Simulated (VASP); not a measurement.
# ZnO (P6_3mc) in VASP: single point with PBE

Aim: the single point of ZnO with PBE.

All numbers are computed with VASP 6.6.1; they aren't measurements. Logs are shortened: lines on timing, memory, paths and dates and some standing lists are left out, and cuts for length are marked.

## 1. The cell of the first run

It takes space group P6_3mc (No. 186, hexagonal). Conventional cell: a = 3.219 Å, b = 3.219 Å, c = 5.149 Å, α = 90.00°, β = 90.00°, γ = 120.00°. Zn (site symmetry 3m) has 4 O at 1.96 Å within 2.6 Å. O (site symmetry 3m) has 4 Zn at 1.96 Å within 2.6 Å.

## 2. Single point, PBE

Input file INCAR:

```
SYSTEM = ZnO
  PREC = Accurate
  ENCUT = 1340
  EDIFF = 1E-6
  ISMEAR = -1
  SIGMA = 0.03
  LREAL = .FALSE.
  LASPH = .TRUE.
  NELM = 120
  ALGO = Normal
  ISIF = 2
  LWAVE = .FALSE.
  LCHARG = .FALSE.
  GGA = PE
  NBANDS = 26
  GGA_COMPAT = .FALSE.
```

Input file KPOINTS:

```
Automatic mesh
0
G
  8 8 5
  0 0 0
```

Input file POSCAR:

```
ZnO
1.0
    3.2190018300      0.0000000000      0.0000000000
   -1.6095009100      2.7877373600      0.0000000000
    0.0000000000      0.0000000000      5.1489000000
Zn O
2 2
Direct
    0.3333333300      0.6666666700      0.0000000000
    0.6666666700      0.3333333300      0.5000000000
    0.3333333300      0.6666666700      0.3816000000
    0.6666666700      0.3333333300      0.8816000000
```

Potentials or basis: VASP PAW PBE potentials, release 64 (Zn, O_h).

Command:

```
cat potpaw_PBE.64/Zn/POTCAR potpaw_PBE.64/O_h/POTCAR > POTCAR
mpirun -np 1 vasp_std > vasp.out
```

OUTCAR:

```text
SYSTEM = ZnO
   PREC = Accurate
   ENCUT = 1340
   EDIFF = 1E-6
   ISMEAR = -1
   LREAL = .FALSE.
   LASPH = .TRUE.
   NELM = 120
   ISIF = 2
   GGA = PE

 ion  position               nearest neighbor table
   1  0.333  0.667  0.000-   4 1.96   4 1.96   4 1.96   3 1.96
   2  0.667  0.333  0.500-   3 1.96   3 1.96   3 1.96   4 1.96
   3  0.333  0.667  0.382-   2 1.96   2 1.96   2 1.96   1 1.96
   4  0.667  0.333  0.882-   1 1.96   1 1.96   1 1.96   2 1.96

  LATTYP: Found a hexagonal cell.
 ALAT       =     3.2190018300
 C/A-ratio  =     1.5995331074

  Lattice vectors:

 A1 = (   3.2190018300,   0.0000000000,   0.0000000000)
 A2 = (  -1.6095009100,   2.7877373600,   0.0000000000)
 A3 = (   0.0000000000,   0.0000000000,   5.1489000000)

Analysis of symmetry for initial positions (statically):
=====================================================================
 Subroutine PRICEL returns:
 Original cell was already a primitive cell.

 Routine SETGRP: Setting up the symmetry group for a
 hexagonal supercell.

 Subroutine GETGRP returns: Found 12 space group operations
 (whereof  6 operations were pure point group operations)
 out of a pool of 24 trial point group operations.

The static configuration has the point symmetry C_3v.
 The point group associated with its full space group is C_6v.

Analysis of symmetry for dynamics (positions and initial velocities):
=====================================================================
 Subroutine PRICEL returns:
 Original cell was already a primitive cell.

 Routine SETGRP: Setting up the symmetry group for a
 hexagonal supercell.

 Subroutine GETGRP returns: Found 12 space group operations
 (whereof  6 operations were pure point group operations)
 out of a pool of 24 trial point group operations.

The dynamic configuration has the point symmetry C_3v.
 The point group associated with its full space group is C_6v.

 Subroutine INISYM returns: Found 12 space group operations
 (whereof  6 operations are pure point group operations),
 and found     1 'primitive' translations

----------------------------------------------------------------------------------------

                                     Primitive cell

  volume of cell :      46.2048

  direct lattice vectors                    reciprocal lattice vectors
     3.219001830  0.000000000  0.000000000     0.310655306  0.179356924  0.000000000
    -1.609500910  2.787737360  0.000000000     0.000000000  0.358713850  0.000000000
     0.000000000  0.000000000  5.148900000     0.000000000  0.000000000  0.194216240

  length of vectors
     3.219001830  3.219001828  5.148900000     0.358713849  0.358713850  0.194216240

  position of ions in fractional coordinates (direct lattice)
     0.333333330  0.666666670  0.000000000
     0.666666670  0.333333330  0.500000000
     0.333333330  0.666666670  0.381600000
     0.666666670  0.333333330  0.881600000

  ion indices of the primitive-cell ions
   primitive index   ion index
                 1           1
                 2           2
                 3           3
                 4           4

----------------------------------------------------------------------------------------

 KPOINTS: Automatic mesh

Automatic generation of k-mesh.
 Grid dimensions read from file:
 generate k-points for:    8    8    5

 Generating k-lattice:

  Cartesian coordinates                     Fractional coordinates (reciprocal lattice)
     0.038831913  0.022419616  0.000000000     0.125000000  0.000000000  0.000000000
     0.000000000  0.044839231  0.000000000     0.000000000  0.125000000  0.000000000
     0.000000000  0.000000000  0.038843248     0.000000000  0.000000000  0.200000000

  Length of vectors
     0.044839231  0.044839231  0.038843248

  Shift w.r.t. Gamma in fractional coordinates (k-lattice)
     0.000000000  0.000000000  0.000000000

 Subroutine IBZKPT returns following result:
 ===========================================

 Found     30 irreducible k-points:

 Following reciprocal coordinates:
            Coordinates               Weight
  0.000000  0.000000  0.000000      1.000000
  0.125000  0.000000  0.000000      6.000000
  0.250000  0.000000  0.000000      6.000000
  0.375000  0.000000  0.000000      6.000000
  0.500000  0.000000  0.000000      3.000000
  0.125000  0.125000  0.000000      6.000000
[... 16 lines left out ...]
  0.250000  0.000000  0.400000     12.000000
  0.375000  0.000000  0.400000     12.000000
 [... further k-points ...]
   k-points           NKPTS =     30   k-points in BZ     NKDIM =     30   number of bands    NBANDS=     26
   number of dos      NEDOS =    301   number of ions     NIONS =      4
   total plane-waves  NPLWV = 102400
   dimension x,y,z NGX =    40 NGY =   40 NGZ =   64
   dimension x,y,z NGXF=    80 NGYF=   80 NGZF=  128
   ions per type =               2   2
   NGX,Y,Z   is equivalent  to a cutoff of  20.66, 20.66, 20.66 a.u.
   NGXF,Y,Z  is equivalent  to a cutoff of  41.32, 41.32, 41.33 a.u.
 SYSTEM =  ZnO
   PREC   = accura    normal or accurate (medium, high low for compatibility)
   ISTART =      0    job   : 0-new  1-cont  2-samecut
   ICHARG =      2    charge: 1-file 2-atom 10-const
   ISPIN  =      1    spin polarized calculation?
   LNONCOLLINEAR =      F non collinear calculations
   LSORBIT =      F    spin-orbit coupling
   LASPH  =      T    aspherical Exc in radial PAW
   ENCUT  = 1340.0 eV  98.49 Ry    9.92 a.u.   9.61  9.61 15.37*2*pi/ulx,y,z
   NELM   =    120;   NELMIN=  2; NELMDL= -5     # of ELM steps
   EDIFF  = 0.1E-05   stopping-criterion for ELM
   LREAL  =      F    real-space projection
   EDIFFG = 0.1E-04   stopping-criterion for IOM
   NSW    =      0    number of steps for IOM
   IBRION =     -1    ionic relax: 0-MD 1-quasi-New 2-CG
   NFREE  =      0    steps in history (QN), initial steepest desc. (CG)
   ISIF   =      2    stress and relaxation
   ISYM   =      2    0-nonsym 1-usesym 2-fastsym
   POTIM  = 0.5000    time-step for ionic-motion
   TEBEG  =    0.0;   TEEND  =   0.0 temperature during run
   PSTRESS=    0.0 pullay stress
   NELECT =      36.0000    total number of electrons
   NUPDOWN=      -1.0000    fix difference up-down
   EMIN   =  10.00;   EMAX   =-10.00  energy-range for DOS
   EFERMI =   0.00;   METHOD = LEGACY
   ISMEAR =    -1;   SIGMA  =   0.03  broadening in eV -4-tet -1-fermi 0-gaus
   EFERMI_NEDOS =   21; number of points for ismear=-14 and -15
   IALGO  =     38    algorithm
   IMIX   =      4    mixing-type and parameters
     AMIX     =   0.40;   BMIX     =  1.00
     AMIX_MAG =   1.60;   BMIX_MAG =  1.00
  volume/ion in A,a.u.               =      11.55        77.95
  Fermi-wavevector in a.u.,A,eV,Ry     =   1.506421  2.846724 30.875776  2.269306
  Thomas-Fermi vector in A             =   2.617141
   LORBIT       =      0    0 simple, 1 ext, 2 COOP (PROOUT), +10 PAW based schemes
   GGA     = PE    functional components
   LHFCALC =     F    Hartree Fock is set to
   AEXX    =    0.0000 exact exchange contribution
   IVDW    =     0    specifies the selected vdW correction
   LEPSILON=     F    determine dielectric tensor
   LRPA    =     F    only Hartree local field effects (RPA)
 non-spin polarized calculation
  energy-cutoff  :     1340.00
  volume of cell :       46.20
 maximum number of plane-waves:      5191
 NGX is ok and might be reduce to    40
   NGX = 19   NGY = 19   NGZ = 31

 number of electron      35.9999997 magnetization

 Free energy of the ion-electron system (eV)
  ---------------------------------------------------
  ext. energy  EPLUGINS =         0.00000000
  ---------------------------------------------------
  free energy    TOTEN  =       -17.76425393 eV

  energy without entropy =      -17.76425392  energy(sigma->0) =      -17.76425392

 E-fermi :   2.2420     XC(G=0): -11.0739

 val. band max:        1.8102802547   @ k =   0.0000   0.0000   0.0000
 cond. band min:       2.6464125796   @ k =   0.0000   0.0000   0.0000
 fundamental gap:      0.8361323249
 Fermi energy:         2.2420002040

 k-point     1 :       0.0000    0.0000    0.0000
  band No.  band energies     occupation
      1     -16.5248      2.00000
      2     -15.7464      2.00000
      3      -4.0418      2.00000
      4      -4.0418      2.00000
      5      -4.0346      2.00000
      6      -3.9568      2.00000
[... 18 lines left out ...]
     25      16.1175      0.00000
     26      16.1243      0.00000

 k-point     2 :       0.1250    0.0000    0.0000
  band No.  band energies     occupation
      1     -16.4353      2.00000
      2     -15.7078      2.00000
      3      -4.1473      2.00000
      4      -3.9893      2.00000
      5      -3.9211      2.00000
      6      -3.9108      2.00000
[... 18 lines left out ...]
     25      16.2851      0.00000
     26      16.3067      0.00000

 k-point     3 :       0.2500    0.0000    0.0000
  band No.  band energies     occupation
      1     -16.2041      2.00000
      2     -15.6219      2.00000
      3      -4.3274      2.00000
      4      -3.9592      2.00000
      5      -3.8738      2.00000
      6      -3.7445      2.00000
[... 18 lines left out ...]
     25      15.3320      0.00000
     26      16.2092      0.00000

 k-point     4 :       0.3750    0.0000    0.0000
  band No.  band energies     occupation
      1     -15.9363      2.00000
      2     -15.5607      2.00000
      3      -4.3799      2.00000
      4      -4.0416      2.00000
      5      -3.7851      2.00000
      6      -3.5390      2.00000
[... 18 lines left out ...]
     25      15.3482      0.00000
     26      16.1432      0.00000
[... 496 lines left out ...]
      1     -16.1912      2.00000
      2     -15.9663      2.00000
      3      -4.3196      2.00000
      4      -4.2886      2.00000
      5      -3.9386      2.00000
      6      -3.9331      2.00000
[... 18 lines left out ...]
     25      15.0856      0.00000
     26      15.4412      0.00000

 k-point    23 :       0.2500    0.0000    0.4000
  band No.  band energies     occupation
      1     -16.0035      2.00000
      2     -15.8233      2.00000
      3      -4.4460      2.00000
      4      -4.3835      2.00000
      5      -3.7936      2.00000
      6      -3.7873      2.00000
[... 18 lines left out ...]
     25      15.4065      0.00000
     26      15.6545      0.00000

 k-point    24 :       0.3750    0.0000    0.4000
  band No.  band energies     occupation
      1     -15.8002      2.00000
      2     -15.6836      2.00000
      3      -4.5148      2.00000
      4      -4.4431      2.00000
      5      -3.6553      2.00000
      6      -3.6005      2.00000
[... 18 lines left out ...]
     25      15.5496      0.00000
     26      15.7990      0.00000

 [... further k-points ...]
[... 5 lines left out ...]
  --------------------------------------------------------------------------------------
  -------------------------------------------------------------------------------------
  Total        3.0133569      3.0133569      3.2277574      0.0000000     -0.0000000      0.0000000
  in kB      104.4897319    104.4897319    111.9241830      0.0000002     -0.0000000      0.0000000
  external PRESSURE =     106.9678823 kB  Pullay stress =       0.0000000 kB

 VOLUME and BASIS-vectors are now :
 -----------------------------------------------------------------------------
  energy-cutoff  :     1340.00
  volume of cell :       46.20
      direct lattice vectors                 reciprocal lattice vectors
     3.219001830  0.000000000  0.000000000     0.310655306  0.179356924  0.000000000
    -1.609500910  2.787737360  0.000000000     0.000000000  0.358713850  0.000000000
     0.000000000  0.000000000  5.148900000     0.000000000  0.000000000  0.194216240

 POSITION                                       TOTAL-FORCE (eV/Angst)
 -----------------------------------------------------------------------------------
     -0.00000      1.85849      0.00000         0.000000     -0.000000      0.000593
      1.60950      0.92925      2.57445        -0.000000      0.000000      0.000593
     -0.00000      1.85849      1.96482         0.000000     -0.000000     -0.000593
      1.60950      0.92925      4.53927        -0.000000      0.000000     -0.000593
 -----------------------------------------------------------------------------------
    total drift:                               -0.000026      0.000015      0.000146

  FREE ENERGIE OF THE ION-ELECTRON SYSTEM (eV)
  ---------------------------------------------------
  free  energy   TOTEN  =       -17.7642539283 eV

  energy  without entropy=      -17.7642539204  energy(sigma->0) =      -17.76425392
```

Wall time 2 min (1 thread of Intel Xeon Platinum 8259CL at 2.50GHz (Skylake/Cascade Lake), shared host); peak memory 0.39 GiB.

What came out:

```yaml
Free_energy: -17.7643 eV
Pressure: 10.7 GPa
Band_gap_on_the_k_mesh: 0.84 eV
```

Caveat: the cell stands under pressure.
